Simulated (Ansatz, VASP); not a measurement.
**CoAu in VASP and in Ansatz**

```xyz
2
Lattice="0.0000 2.8152 2.8152 2.8152 0.0000 2.8152 2.8152 2.8152 0.0000" Properties=species:S:1:pos:R:3 pbc="T T T"
Co    0.0000    0.0000    0.0000
Au    1.4076    1.4076    1.4076
```

Alike in both runs: functional PBE; k mesh 18 × 18 × 18; occupations gaussian, width 0.1 eV; collinear spin.

Ansatz relaxed the structure, and its values are those at the end. VASP's run is a single point on that final structure, the one shown.

|  | VASP | Ansatz |
| --- | --- | --- |
| version | VASP 6.6.1 | Ansatz 0.2.0 |
| potentials or method | VASP PAW PBE potentials, release 64 (Co, Au), cutoff 520 eV | scalar-relativistic, plane waves, PAW |
| valence electrons in the cell | 20 | 36 |

Ansatz gave:

| Property | Result |
| --- | --- |
| gap on the k mesh at the Fermi level (eV) | none |
| pressure (GPa) | 0.0 |
| net moment per atom (μB) | 1.10 |
| size of the moment on the site where the two differ most (μB) | 0.22 |

Task: What did VASP give for the same quantities?

Result: gap on the k mesh at the Fermi level (eV): none; pressure (GPa): -0.2; net moment per atom (μB): 1.10; size of the moment on the site where the two differ most (μB): 0.19.

Site moments also hang on the region over which each program counts them. A gap of «none» marks a metal or a gap that the smearing closes. VASP's potentials hold 20 valence electrons a cell and Ansatz's 36, so a difference there can come from the potentials and not from the codes.

Spin-orbit coupling is off throughout.
